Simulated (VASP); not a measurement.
# B3N2 (P4/mbm) in VASP: single point with PBE

Aim: the single point of B3N2 with PBE.

Program: VASP 6.6.1. These are calculated values, not measurements. Logs are shortened: lines on timing, memory, paths and dates and some standing lists are left out, and cuts for length are marked.

## (1) The cell of the first run

Symmetry: P4/mbm, No. 127, tetragonal system. The conventional cell has a = 7.111 Å, b = 7.111 Å, c = 2.647 Å, α = 90.00°, β = 90.00°, γ = 90.00°. B (site symmetry 4/m) has 4 N at 2.51 Å and 10 B at 2.65 to 2.84 Å within 3.3 Å. B (site symmetry m2m) has 2 N at 1.32 Å within 1.8 Å. Within 1.8 Å of N (site symmetry m2m) lie 2 B at 1.32 Å.

## (2) Single point, PBE

INCAR

```
PREC = Accurate ; ENCUT = 520
EDIFF = 1E-6 ; ISMEAR = 0
SIGMA = 0.1 ; LREAL = False
LASPH = True ; NELM = 80
ALGO = Normal ; ISIF = 2
LWAVE = False ; LCHARG = True
GGA = PE ; LELF = True
LVHAR = True ; NBANDS = 30
```

KPOINTS

```
regular mesh
0
Gamma
  4 4 6
```

POSCAR

```
B3N2
1.0
    7.1105957939      0.0000000000      0.0000000000
    0.0000000000      7.1105957939      0.0000000000
    0.0000000000      0.0000000000      2.6474525892
B N
6 4
Direct
    0.0000000000      0.0000000000      0.0000000000
    0.5000000000      0.5000000000      0.0000000000
    0.2528261494      0.7528261494      0.5000000000
    0.2471738506      0.2528261494      0.5000000000
    0.7471738506      0.2471738506      0.5000000000
    0.7528261494      0.7471738506      0.5000000000
    0.2518096433      0.7518096433      0.0000000000
    0.2481903567      0.2518096433      0.0000000000
    0.7481903567      0.2481903567      0.0000000000
    0.7518096433      0.7481903567      0.0000000000
```

Potentials or basis: VASP PAW PBE potentials, release 64 (B, N).

Command:

```sh
cat potpaw_PBE.64/B/POTCAR potpaw_PBE.64/N/POTCAR > POTCAR
mpirun -np 1 vasp_std > vasp.out
```

OUTCAR:

```text
PREC = Accurate
   ENCUT = 520
   EDIFF = 1E-6
   ISMEAR = 0
   LREAL = False
   LASPH = True
   NELM = 80
   ISIF = 2
   GGA = PE

 ion  position               nearest neighbor table
   1  0.000  0.000  0.000-
   2  0.500  0.500  0.000-
   3  0.253  0.753  0.500-   7 1.32   7 1.32
   4  0.247  0.253  0.500-   8 1.32   8 1.32
   5  0.747  0.247  0.500-   9 1.32   9 1.32
   6  0.753  0.747  0.500-  10 1.32  10 1.32
   7  0.252  0.752  0.000-   3 1.32   3 1.32
   8  0.248  0.252  0.000-   4 1.32   4 1.32
   9  0.748  0.248  0.000-   5 1.32   5 1.32
  10  0.752  0.748  0.000-   6 1.32   6 1.32

  LATTYP: Found a simple tetragonal cell.
 ALAT       =     7.1105957939
 C/A-ratio  =     0.3723250014

  Lattice vectors:

 A1 = (   7.1105957939,   0.0000000000,   0.0000000000)
 A2 = (   0.0000000000,   7.1105957939,   0.0000000000)
 A3 = (   0.0000000000,   0.0000000000,   2.6474525892)

Analysis of symmetry for initial positions (statically):
=====================================================================
 Subroutine PRICEL returns:
 Original cell was already a primitive cell.

 Routine SETGRP: Setting up the symmetry group for a
 simple tetragonal supercell.

 Subroutine GETGRP returns: Found 16 space group operations
 (whereof  8 operations were pure point group operations)
 out of a pool of 16 trial point group operations.

The static configuration has the point symmetry C_4h.
 The point group associated with its full space group is D_4h.

Analysis of symmetry for dynamics (positions and initial velocities):
=====================================================================
 Subroutine PRICEL returns:
 Original cell was already a primitive cell.

 Routine SETGRP: Setting up the symmetry group for a
 simple tetragonal supercell.

 Subroutine GETGRP returns: Found 16 space group operations
 (whereof  8 operations were pure point group operations)
 out of a pool of 16 trial point group operations.

The dynamic configuration has the point symmetry C_4h.
 The point group associated with its full space group is D_4h.

 Subroutine INISYM returns: Found 16 space group operations
 (whereof  8 operations are pure point group operations),
 and found     1 'primitive' translations

----------------------------------------------------------------------------------------

                                     Primitive cell

  volume of cell :     133.8567

  direct lattice vectors                    reciprocal lattice vectors
     7.110595794  0.000000000  0.000000000     0.140635191  0.000000000  0.000000000
     0.000000000  7.110595794  0.000000000     0.000000000  0.140635191  0.000000000
     0.000000000  0.000000000  2.647452589     0.000000000  0.000000000  0.377721589

  length of vectors
     7.110595794  7.110595794  2.647452589     0.140635191  0.140635191  0.377721589

  position of ions in fractional coordinates (direct lattice)
     0.000000000  0.000000000  0.000000000
     0.500000000  0.500000000  0.000000000
     0.252826149  0.752826149  0.500000000
     0.247173851  0.252826149  0.500000000
     0.747173851  0.247173851  0.500000000
     0.752826149  0.747173851  0.500000000
     0.251809643  0.751809643  0.000000000
     0.248190357  0.251809643  0.000000000
     0.748190357  0.248190357  0.000000000
     0.751809643  0.748190357  0.000000000

  ion indices of the primitive-cell ions
   primitive index   ion index
                 1           1
                 2           2
                 3           3
                 4           4
                 5           5
                 6           6
                 7           7
                 8           8
                 9           9
                10          10

----------------------------------------------------------------------------------------

 KPOINTS: regular mesh

Automatic generation of k-mesh.
 Grid dimensions read from file:
 generate k-points for:    4    4    6

 Generating k-lattice:

  Cartesian coordinates                     Fractional coordinates (reciprocal lattice)
     0.035158798  0.000000000  0.000000000     0.250000000  0.000000000  0.000000000
     0.000000000  0.035158798  0.000000000     0.000000000  0.250000000  0.000000000
     0.000000000  0.000000000  0.062953598     0.000000000  0.000000000  0.166666667

  Length of vectors
     0.035158798  0.035158798  0.062953598

  Shift w.r.t. Gamma in fractional coordinates (k-lattice)
     0.000000000  0.000000000  0.000000000

 Subroutine IBZKPT returns following result:
 ===========================================

 Found     24 irreducible k-points:

 Following reciprocal coordinates:
            Coordinates               Weight
  0.000000  0.000000  0.000000      1.000000
  0.250000  0.000000  0.000000      4.000000
  0.500000  0.000000  0.000000      2.000000
  0.250000  0.250000  0.000000      4.000000
  0.500000  0.250000  0.000000      4.000000
  0.500000  0.500000  0.000000      1.000000
[... 16 lines left out ...]
  0.500000  0.250000  0.500000      4.000000
  0.500000  0.500000  0.500000      1.000000
   k-points           NKPTS =     24   k-points in BZ     NKDIM =     24   number of bands    NBANDS=     30
   number of dos      NEDOS =    301   number of ions     NIONS =     10
   total plane-waves  NPLWV =  58320
   dimension x,y,z NGX =    54 NGY =   54 NGZ =   20
   dimension x,y,z NGXF=   108 NGYF=  108 NGZF=   40
   ions per type =               6   4
   NGX,Y,Z   is equivalent  to a cutoff of  12.63, 12.63, 12.56 a.u.
   NGXF,Y,Z  is equivalent  to a cutoff of  25.25, 25.25, 25.12 a.u.
 SYSTEM =  unknown system
   PREC   = accura    normal or accurate (medium, high low for compatibility)
   ISTART =      0    job   : 0-new  1-cont  2-samecut
   ICHARG =      2    charge: 1-file 2-atom 10-const
   ISPIN  =      1    spin polarized calculation?
   LNONCOLLINEAR =      F non collinear calculations
   LSORBIT =      F    spin-orbit coupling
   LASPH  =      T    aspherical Exc in radial PAW
   ENCUT  =  520.0 eV  38.22 Ry    6.18 a.u.  13.22 13.22  4.92*2*pi/ulx,y,z
   NELM   =     80;   NELMIN=  2; NELMDL= -5     # of ELM steps
   EDIFF  = 0.1E-05   stopping-criterion for ELM
   LREAL  =      F    real-space projection
   EDIFFG = 0.1E-04   stopping-criterion for IOM
   NSW    =      0    number of steps for IOM
   IBRION =     -1    ionic relax: 0-MD 1-quasi-New 2-CG
   NFREE  =      0    steps in history (QN), initial steepest desc. (CG)
   ISIF   =      2    stress and relaxation
   ISYM   =      2    0-nonsym 1-usesym 2-fastsym
   POTIM  = 0.5000    time-step for ionic-motion
   TEBEG  =    0.0;   TEEND  =   0.0 temperature during run
   PSTRESS=    0.0 pullay stress
   NELECT =      38.0000    total number of electrons
   NUPDOWN=      -1.0000    fix difference up-down
   EMIN   =  10.00;   EMAX   =-10.00  energy-range for DOS
   EFERMI =   0.00;   METHOD = LEGACY
   ISMEAR =     0;   SIGMA  =   0.10  broadening in eV -4-tet -1-fermi 0-gaus
   EFERMI_NEDOS =   21; number of points for ismear=-14 and -15
   IALGO  =     38    algorithm
   IMIX   =      4    mixing-type and parameters
     AMIX     =   0.40;   BMIX     =  1.00
     AMIX_MAG =   1.60;   BMIX_MAG =  1.00
  volume/ion in A,a.u.               =      13.39        90.33
  Fermi-wavevector in a.u.,A,eV,Ry     =   1.075943  2.033238 15.750833  1.157654
  Thomas-Fermi vector in A             =   2.211814
   LORBIT       =      0    0 simple, 1 ext, 2 COOP (PROOUT), +10 PAW based schemes
   GGA     = PE    functional components
   LHFCALC =     F    Hartree Fock is set to
   AEXX    =    0.0000 exact exchange contribution
   IVDW    =     0    specifies the selected vdW correction
   LEPSILON=     F    determine dielectric tensor
   LRPA    =     F    only Hartree local field effects (RPA)
 non-spin polarized calculation
 Gauss-broadening in eV      SIGMA  =   0.10
  energy-cutoff  :      520.00
  volume of cell :      133.86
 maximum number of plane-waves:      3636
 NGX is ok and might be reduce to    54
   NGX = 27   NGY = 27   NGZ =  9

 number of electron      37.9999993 magnetization

 Free energy of the ion-electron system (eV)
  ---------------------------------------------------
  ext. energy  EPLUGINS =         0.00000000
  ---------------------------------------------------
  free energy    TOTEN  =       -67.26229632 eV

  energy without entropy =      -67.24842271  energy(sigma->0) =      -67.25535952

 E-fermi :   2.3958     XC(G=0):  -8.5742

 val. band max:        2.3927874983   @ k =   0.2500   0.2500   0.5000
 cond. band min:       2.4109090611   @ k =   0.2500   0.2500   0.5000
 fundamental gap:      0.0181215628
 Fermi energy:         2.3957579125

 k-point     1 :       0.0000    0.0000    0.0000
  band No.  band energies     occupation
      1     -16.0891      2.00000
      2     -15.8686      2.00000
      3     -15.8686      2.00000
      4     -15.6853      2.00000
      5      -7.3622      2.00000
      6      -7.3351      2.00000
[... 22 lines left out ...]
     29       8.8898      0.00000
     30       8.9491      0.00000

 k-point     2 :       0.2500    0.0000    0.0000
  band No.  band energies     occupation
      1     -16.0583      2.00000
      2     -15.9026      2.00000
      3     -15.8428      2.00000
      4     -15.7132      2.00000
      5      -7.3582      2.00000
      6      -7.3391      2.00000
[... 22 lines left out ...]
     29       8.7622      0.00000
     30       9.1057      0.00000

 k-point     3 :       0.5000    0.0000    0.0000
  band No.  band energies     occupation
      1     -15.9820      2.00000
      2     -15.9820      2.00000
      3     -15.7790      2.00000
      4     -15.7790      2.00000
      5      -7.3487      2.00000
      6      -7.3487      2.00000
[... 682 lines left out ...]
     29       4.9381      0.00000
     30       4.9381      0.00000

 k-point    24 :       0.5000    0.5000    0.5000
  band No.  band energies     occupation
      1     -15.2972      2.00000
      2     -15.2972      2.00000
      3     -15.2938      2.00000
      4     -15.2938      2.00000
      5      -8.8746      2.00000
      6      -8.8746      2.00000
[... 22 lines left out ...]
     29       4.9657      0.00000
     30       4.9657      0.00000

------------------------ aborting loop because EDIFF is reached ----------------------------------------

  FORCE on cell =-STRESS in cart. coord.  units (eV):
  Direction    XX          YY          ZZ          XY          YZ          ZX
  --------------------------------------------------------------------------------------
  -------------------------------------------------------------------------------------
  Total        0.0760359      0.0760359     -0.7999369      0.0000000      0.0000000      0.0000000
  in kB        0.9101004      0.9101004     -9.5747209      0.0000000      0.0000000      0.0000000
  external PRESSURE =      -2.5848400 kB  Pullay stress =       0.0000000 kB

 VOLUME and BASIS-vectors are now :
 -----------------------------------------------------------------------------
  energy-cutoff  :      520.00
  volume of cell :      133.86
      direct lattice vectors                 reciprocal lattice vectors
     7.110595794  0.000000000  0.000000000     0.140635191  0.000000000  0.000000000
     0.000000000  7.110595794  0.000000000     0.000000000  0.140635191  0.000000000
     0.000000000  0.000000000  2.647452589     0.000000000  0.000000000  0.377721589

 POSITION                                       TOTAL-FORCE (eV/Angst)
 -----------------------------------------------------------------------------------
      0.00000      0.00000      0.00000         0.000000     -0.000000      0.000000
      3.55530      3.55530      0.00000         0.000000     -0.000000      0.000000
      1.79774      5.35304      1.32373        -0.030354     -0.030354      0.000000
      1.75755      1.79774      1.32373         0.030354     -0.030354      0.000000
      5.31285      1.75755      1.32373         0.030354      0.030354     -0.000000
      5.35304      5.31285      1.32373        -0.030354      0.030354     -0.000000
      1.79052      5.34581      0.00000         0.027872      0.027872     -0.000000
      1.76478      1.79052      0.00000        -0.027872      0.027872      0.000000
      5.32008      1.76478      0.00000        -0.027872     -0.027872      0.000000
      5.34581      5.32008      0.00000         0.027872     -0.027872     -0.000000
 -----------------------------------------------------------------------------------
    total drift:                                0.000000      0.000000      0.000000

  FREE ENERGIE OF THE ION-ELECTRON SYSTEM (eV)
  ---------------------------------------------------
  free  energy   TOTEN  =       -67.2622963188 eV

  energy  without entropy=      -67.2484227143  energy(sigma->0) =      -67.25535952
```

Run time: 43 s. Hardware: 1 thread of Intel Xeon 6975P-C (Granite Rapids), shared host; peak memory 0.25 GiB.

What came out:

| Quantity | Value |
| --- | --- |
| Free energy | -67.2623 eV |
| Pressure | -0.3 GPa |
| Largest force | 0.043 eV/Å |
| Band gap on the k mesh | zero (band 19 reaches 4.00 eV, above the bottom of band 20 at 0.99 eV) |

Forces in eV/Å, atoms in the order of the input:
```
B    0.000  0.000  0.000
B    0.000  0.000  0.000
B   -0.030 -0.030  0.000
B    0.030 -0.030  0.000
B    0.030  0.030  0.000
B   -0.030  0.030  0.000
N    0.028  0.028  0.000
N   -0.028  0.028  0.000
N   -0.028 -0.028  0.000
N    0.028 -0.028  0.000
```

Stress tensor (GPa, compression positive):
```
 0.09  0.00  0.00
 0.00  0.09  0.00
 0.00  0.00 -0.96
```

Caveat: the k points lie up to 0.40 Å⁻¹ apart.
